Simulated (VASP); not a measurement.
# Pt (I4/mmm) in VASP: further runs

Pt is run at these levels: PBEsol; tasks: single point.

Program: VASP 6.6.1. These are calculated values, not measurements. Logs are shortened: lines on timing, memory, paths and dates and some standing lists are left out, and cuts for length are marked.

## 1. The cell of the first run

Symmetry: I4/mmm, No. 139, tetragonal system. Conventional cell: a = 3.121 Å, b = 3.121 Å, c = 3.263 Å, α = 90.00°, β = 90.00°, γ = 90.00°. Within 3.6 Å of Pt (site symmetry 4/mmm) lie 14 Pt at 2.74 to 3.26 Å.

## 2. Single point, PBEsol (strain -0.015 along x and y, +0.030 along z)

Input file INCAR:

```
SYSTEM = Pt
ALGO = Fast
EDIFF = 1E-6
ENCUT = 520
GGA = PS
ISIF = 2
ISMEAR = 0
LASPH = .True.
LCHARG = .False.
LREAL = .False.
LWAVE = .False.
NBANDS = 11
NELM = 60
PREC = Accurate
SIGMA = 0.15
```

Input file KPOINTS:

```
k-points
0
Gamma
  22 22 22
  0 0 0
```

Input file POSCAR:

```
Pt
1.0
   -1.5604567000      1.5604567000      1.6317466000
    1.5604567000     -1.5604567000      1.6317466000
    1.5604567000      1.5604567000     -1.6317466000
Pt
1
Direct
    0.0000000000      0.0000000000      0.0000000000
```

Potentials or basis: VASP PAW PBE potentials, release 64 (Pt).

The run is started by

```console
$ cat potpaw_PBE.64/Pt/POTCAR > POTCAR
$ mpirun -np 1 vasp_std > vasp.out
```

OUTCAR:

```text
SYSTEM = Pt
   EDIFF = 1E-6
   ENCUT = 520
   GGA = PS
   ISIF = 2
   ISMEAR = 0
   LASPH = .True.
   LREAL = .False.
   NELM = 60
   PREC = Accurate

 ion  position               nearest neighbor table
   1  0.000  0.000  0.000-

  LATTYP: Found a body centered tetragonal cell.
 ALAT       =     3.1209134000
 C/A-ratio  =     1.0456852792

  Lattice vectors:

 A1 = (  -1.5604567000,   1.5604567000,   1.6317466000)
 A2 = (   1.5604567000,  -1.5604567000,   1.6317466000)
 A3 = (   1.5604567000,   1.5604567000,  -1.6317466000)

Analysis of symmetry for initial positions (statically):
=====================================================================
 Subroutine PRICEL returns:
 Original cell was already a primitive cell.

 Routine SETGRP: Setting up the symmetry group for a
 body centered tetragonal supercell.

 Subroutine GETGRP returns: Found 16 space group operations
 (whereof 16 operations were pure point group operations)
 out of a pool of 16 trial point group operations.

The static configuration has the point symmetry D_4h.

Analysis of symmetry for dynamics (positions and initial velocities):
=====================================================================
 Subroutine PRICEL returns:
 Original cell was already a primitive cell.

 Routine SETGRP: Setting up the symmetry group for a
 body centered tetragonal supercell.

 Subroutine GETGRP returns: Found 16 space group operations
 (whereof 16 operations were pure point group operations)
 out of a pool of 16 trial point group operations.

The dynamic configuration has the point symmetry D_4h.

 Subroutine INISYM returns: Found 16 space group operations
 (whereof 16 operations are pure point group operations),
 and found     1 'primitive' translations

----------------------------------------------------------------------------------------

                                     Primitive cell

  volume of cell :      15.8934

  direct lattice vectors                    reciprocal lattice vectors
    -1.560456700  1.560456700  1.631746600     0.000000000  0.320419016  0.306420127
     1.560456700 -1.560456700  1.631746600     0.320419016  0.000000000  0.306420127
     1.560456700  1.560456700 -1.631746600     0.320419016  0.320419016  0.000000000

  length of vectors
     2.744566850  2.744566850  2.744566850     0.443352726  0.443352726  0.453140918

  position of ions in fractional coordinates (direct lattice)
     0.000000000  0.000000000  0.000000000

  ion indices of the primitive-cell ions
   primitive index   ion index
                 1           1

----------------------------------------------------------------------------------------

 KPOINTS: k-points

Automatic generation of k-mesh.
 Grid dimensions read from file:
 generate k-points for:   22   22   22

 Generating k-lattice:

  Cartesian coordinates                     Fractional coordinates (reciprocal lattice)
     0.000000000  0.014564501  0.013928188     0.045454545  0.000000000  0.000000000
     0.014564501  0.000000000  0.013928188     0.000000000  0.045454545  0.000000000
     0.014564501  0.014564501  0.000000000     0.000000000  0.000000000  0.045454545

  Length of vectors
     0.020152397  0.020152397  0.020597314

  Shift w.r.t. Gamma in fractional coordinates (k-lattice)
     0.000000000  0.000000000  0.000000000

 Subroutine IBZKPT returns following result:
 ===========================================

 Found    834 irreducible k-points:

 Following reciprocal coordinates:
            Coordinates               Weight
  0.000000  0.000000  0.000000      1.000000
  0.045455  0.000000 -0.000000      8.000000
  0.090909  0.000000 -0.000000      8.000000
  0.136364  0.000000  0.000000      8.000000
  0.181818 -0.000000  0.000000      8.000000
  0.227273  0.000000  0.000000      8.000000
[... 16 lines left out ...]
  0.500000  0.045455  0.000000     16.000000
 -0.454545  0.045455  0.000000     16.000000
 [... further k-points ...]
   k-points           NKPTS =    834   k-points in BZ     NKDIM =    834   number of bands    NBANDS=     11
   number of dos      NEDOS =    301   number of ions     NIONS =      1
   total plane-waves  NPLWV =   8000
   dimension x,y,z NGX =    20 NGY =   20 NGZ =   20
   dimension x,y,z NGXF=    40 NGYF=   40 NGZF=   40
   ions per type =               1
   NGX,Y,Z   is equivalent  to a cutoff of  12.11, 12.11, 12.11 a.u.
   NGXF,Y,Z  is equivalent  to a cutoff of  24.23, 24.23, 24.23 a.u.
 SYSTEM =  Pt
   PREC   = accura    normal or accurate (medium, high low for compatibility)
   ISTART =      0    job   : 0-new  1-cont  2-samecut
   ICHARG =      2    charge: 1-file 2-atom 10-const
   ISPIN  =      1    spin polarized calculation?
   LNONCOLLINEAR =      F non collinear calculations
   LSORBIT =      F    spin-orbit coupling
   LASPH  =      T    aspherical Exc in radial PAW
   ENCUT  =  520.0 eV  38.22 Ry    6.18 a.u.   5.10  5.10  5.10*2*pi/ulx,y,z
   NELM   =     60;   NELMIN=  2; NELMDL= -5     # of ELM steps
   EDIFF  = 0.1E-05   stopping-criterion for ELM
   LREAL  =      F    real-space projection
   EDIFFG = 0.1E-04   stopping-criterion for IOM
   NSW    =      0    number of steps for IOM
   IBRION =     -1    ionic relax: 0-MD 1-quasi-New 2-CG
   NFREE  =      0    steps in history (QN), initial steepest desc. (CG)
   ISIF   =      2    stress and relaxation
   ISYM   =      2    0-nonsym 1-usesym 2-fastsym
   POTIM  = 0.5000    time-step for ionic-motion
   TEBEG  =    0.0;   TEEND  =   0.0 temperature during run
   PSTRESS=    0.0 pullay stress
   NELECT =      10.0000    total number of electrons
   NUPDOWN=      -1.0000    fix difference up-down
   EMIN   =  10.00;   EMAX   =-10.00  energy-range for DOS
   EFERMI =   0.00;   METHOD = LEGACY
   ISMEAR =     0;   SIGMA  =   0.15  broadening in eV -4-tet -1-fermi 0-gaus
   EFERMI_NEDOS =   21; number of points for ismear=-14 and -15
   IALGO  =     68    algorithm
   IMIX   =      4    mixing-type and parameters
     AMIX     =   0.40;   BMIX     =  1.00
     AMIX_MAG =   1.60;   BMIX_MAG =  1.00
  volume/ion in A,a.u.               =      15.89       107.25
  Fermi-wavevector in a.u.,A,eV,Ry     =   1.402823  2.650950 26.775061  1.967911
  Thomas-Fermi vector in A             =   2.525546
   LORBIT       =      0    0 simple, 1 ext, 2 COOP (PROOUT), +10 PAW based schemes
   GGA     = PS    functional components
   LHFCALC =     F    Hartree Fock is set to
   AEXX    =    0.0000 exact exchange contribution
   IVDW    =     0    specifies the selected vdW correction
   LEPSILON=     F    determine dielectric tensor
   LRPA    =     F    only Hartree local field effects (RPA)
 non-spin polarized calculation
 RMM-DIIS sequential band-by-band and
 Gauss-broadening in eV      SIGMA  =   0.15
  energy-cutoff  :      520.00
  volume of cell :       15.89
 maximum number of plane-waves:       440
   NGX = 11   NGY = 11   NGZ = 11

 number of electron      10.0000000 magnetization

 Free energy of the ion-electron system (eV)
  ---------------------------------------------------
  ext. energy  EPLUGINS =         0.00000000
  ---------------------------------------------------
  free energy    TOTEN  =        -6.83615510 eV

  energy without entropy =       -6.82313188  energy(sigma->0) =       -6.82964349

 E-fermi :   9.9050     XC(G=0): -13.3125

 val. band max:        9.9046960536   @ k =  -0.1818   0.4091   0.1364
 cond. band min:       9.9080708009   @ k =  -0.4091  -0.4091   0.0455
 fundamental gap:      0.0033747474
 Fermi energy:         9.9050299696

 k-point     1 :       0.0000    0.0000    0.0000
  band No.  band energies     occupation
      1       0.4104      2.00000
      2       6.3518      2.00000
      3       6.3518      2.00000
      4       6.7146      2.00000
      5       8.6945      2.00000
      6       9.1530      2.00000
      7      26.4698      0.00000
      8      27.2896      0.00000
      9      27.2896      0.00000
     10      35.9903      0.00000
     11      36.6138      0.00000

 k-point     2 :       0.0455    0.0000   -0.0000
  band No.  band energies     occupation
      1       0.4932      2.00000
      2       6.3540      2.00000
      3       6.3666      2.00000
      4       6.7341      2.00000
      5       8.6657      2.00000
      6       9.1379      2.00000
      7      26.5465      0.00000
      8      27.3215      0.00000
      9      27.4100      0.00000
     10      34.7406      0.00000
     11      36.0834      0.00000

 k-point     3 :       0.0909    0.0000   -0.0000
  band No.  band energies     occupation
      1       0.7373      2.00000
      2       6.3503      2.00000
      3       6.3571      2.00000
      4       6.8551      2.00000
      5       8.5846      2.00000
      6       9.1051      2.00000
      7      26.7301      0.00000
      8      27.3491      0.00000
      9      27.7655      0.00000
     10      33.4027      0.00000
     11      34.5547      0.00000

 k-point     4 :       0.1364    0.0000    0.0000
  band No.  band energies     occupation
      1       1.1278      2.00000
      2       6.2483      2.00000
      3       6.3545      2.00000
      4       7.1361      2.00000
      5       8.4772      2.00000
      6       9.0761      2.00000
      7      26.8607      0.00000
      8      27.1475      0.00000
      9      28.3395      0.00000
     10      32.4769      0.00000
     11      33.1975      0.00000
[... 239 lines left out ...]
 k-point    22 :       0.4545    0.0455    0.0000
  band No.  band energies     occupation
      1       3.4171      2.00000
      2       5.2090      2.00000
      3       8.5222      2.00000
      4       8.9792      2.00000
      5       9.8647      1.29650
      6      11.2735      0.00000
      7      16.1308      0.00000
      8      23.3883      0.00000
      9      25.8694      0.00000
     10      33.4179      0.00000
     11      34.8341      0.00000

 k-point    23 :       0.5000    0.0455    0.0000
  band No.  band energies     occupation
      1       3.4167      2.00000
      2       5.2075      2.00000
      3       8.4656      2.00000
      4       9.0776      2.00000
      5       9.8506      1.39185
      6      11.2714      0.00000
      7      16.1042      0.00000
      8      23.3824      0.00000
      9      25.8772      0.00000
     10      33.3456      0.00000
     11      34.8834      0.00000

 k-point    24 :      -0.4545    0.0455    0.0000
  band No.  band energies     occupation
      1       3.4227      2.00000
      2       5.2530      2.00000
      3       8.3046      2.00000
      4       8.9892      2.00000
      5       9.4815      1.99993
      6      10.8961      0.00000
      7      17.0612      0.00000
      8      23.5812      0.00000
      9      26.3295      0.00000
     10      33.4209      0.00000
     11      34.5287      0.00000

 [... further k-points ...]
[... 5 lines left out ...]
  --------------------------------------------------------------------------------------
  -------------------------------------------------------------------------------------
  Total       -1.2449035     -1.2449035     -0.8688428      0.0000000     -0.0000000     -0.0000000
  in kB     -125.4960635   -125.4960635    -87.5861856      0.0000000     -0.0000000     -0.0000000
  external PRESSURE =    -112.8594375 kB  Pullay stress =       0.0000000 kB

 VOLUME and BASIS-vectors are now :
 -----------------------------------------------------------------------------
  energy-cutoff  :      520.00
  volume of cell :       15.89
      direct lattice vectors                 reciprocal lattice vectors
    -1.560456700  1.560456700  1.631746600     0.000000000  0.320419016  0.306420127
     1.560456700 -1.560456700  1.631746600     0.320419016  0.000000000  0.306420127
     1.560456700  1.560456700 -1.631746600     0.320419016  0.320419016  0.000000000

 POSITION                                       TOTAL-FORCE (eV/Angst)
 -----------------------------------------------------------------------------------
      0.00000      0.00000      0.00000        -0.000000     -0.000000      0.000000
 -----------------------------------------------------------------------------------
    total drift:                                0.000000     -0.000000      0.000000

  FREE ENERGIE OF THE ION-ELECTRON SYSTEM (eV)
  ---------------------------------------------------
  free  energy   TOTEN  =        -6.8361551011 eV

  energy  without entropy=       -6.8231318771  energy(sigma->0) =       -6.82964349
```

It took 1.9 min on 1 thread of Intel Xeon Platinum 8175M at 2.50GHz (Skylake/Cascade Lake), shared host; peak memory 0.25 GiB.

Results:

- Free energy: -6.8362 eV
- Pressure: -11.3 GPa
- Band gap on the k mesh: zero (band 5 reaches 10.97 eV, above the bottom of band 6 at 8.82 eV)

Stress tensor (GPa, compression positive):
```
-12.55   0.00   0.00
  0.00 -12.55   0.00
  0.00   0.00  -8.76
```

Levels at points of the mesh, in eV from the Fermi level:
| k point | band 1 | band 2 | band 3 | band 4 | band 5 | band 6 | band 7 | band 8 | band 9 | band 10 |
| --- | --- | --- | --- | --- | --- | --- | --- | --- | --- | --- |
| (0.00, 0.00, 0.00) | -9.49 | -3.55 | -3.55 | -3.19 | -1.21 | -0.75 | 16.56 | 17.38 | 17.38 | 26.09 |
| (0.50, 0.00, 0.00) | -6.55 | -4.72 | -1.38 | -0.62 | 0.14 | 1.01 | 6.10 | 13.42 | 16.12 | 23.50 |
| (0.50, 0.50, 0.00) | -6.50 | -5.11 | -0.83 | -0.50 | 0.43 | 1.10 | 6.48 | 12.91 | 15.06 | 23.77 |
| (0.50, 0.50, 0.50) | -6.03 | -6.00 | 0.45 | 0.57 | 0.57 | 6.73 | 8.06 | 8.06 | 12.55 | 18.52 |

Caveat: the cell differs from its parent crystal (strain -0.015 along x and y, +0.030 along z); the PAW data sets were made with another functional, which shifts forces and pressure a little; spin-orbit coupling is left out, which moves the levels of the heavy elements.

(Part 1 of 2 ends here.)
